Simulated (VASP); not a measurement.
Ta2N: single point with PBEsol

Crystal: Ta2N.

```
Ta N
1.0
     3.17512    0.00000    0.00000
    -1.58756    2.74973    0.00000
     0.00000    0.00000    4.86984
Ta N
2 1
Direct
  0.33333 0.66667 0.25471
  0.66667 0.33333 0.74529
  0.00000 0.00000 0.00000
```

```json
{
  "Program": "VASP 6.6.1",
  "Task": "single point",
  "Functional": "PBEsol",
  "Potentials or basis": "VASP PAW PBE potentials, release 64 (Ta_pv, N)",
  "Cutoff": "520 eV",
  "k mesh": "10 × 10 × 6",
  "Occupations": "fermi-dirac, width 0.05 eV",
  "Spin": "no spin polarisation",
  "Dipole correction": "no",
  "Further INCAR settings": "ALGO = Normal; EDIFF = 1e-06; NBANDS = 20"
}
```

* Pressure: -18.1 GPa
* Largest force: 0.613 eV/Å

Forces in eV/Å, atoms in the order of the input:
```
Ta   0.000  0.000 -0.613
Ta   0.000  0.000  0.613
N    0.000  0.000  0.000
```

Stress tensor (GPa, compression positive):
```
-19.33   0.00   0.00
  0.00 -19.33   0.00
  0.00   0.00 -15.70
```

Levels at points of the mesh, in eV from the Fermi level:
| k point | band 10 | band 11 | band 12 | band 13 | band 14 | band 15 | band 16 | band 17 | band 18 | band 19 |
| --- | --- | --- | --- | --- | --- | --- | --- | --- | --- | --- |
| (0.00, 0.00, 0.00) | -5.88 | -4.89 | -0.46 | -0.22 | -0.22 | 0.13 | 0.13 | 0.33 | 1.11 | 1.11 |
| (0.50, 0.00, 0.00) | -6.17 | -4.31 | -2.58 | -1.39 | 1.64 | 1.91 | 3.41 | 3.72 | 3.89 | 3.99 |
| (0.00, 0.00, 0.50) | -6.06 | -2.61 | -2.50 | -1.14 | -1.14 | 1.62 | 1.81 | 2.17 | 2.17 | 2.58 |
| (0.50, 0.00, 0.50) | -5.92 | -3.09 | -2.13 | -2.09 | -0.13 | 0.62 | 2.94 | 3.20 | 3.66 | 4.14 |

Wall time 72 s on 1 thread of Intel Xeon 8259CL (shared host), peak memory 0.19 GiB.

Caveat: the PAW data sets were made with another functional, which shifts forces and pressure a little; spin-orbit coupling is left out, which moves the levels of the heavy elements.
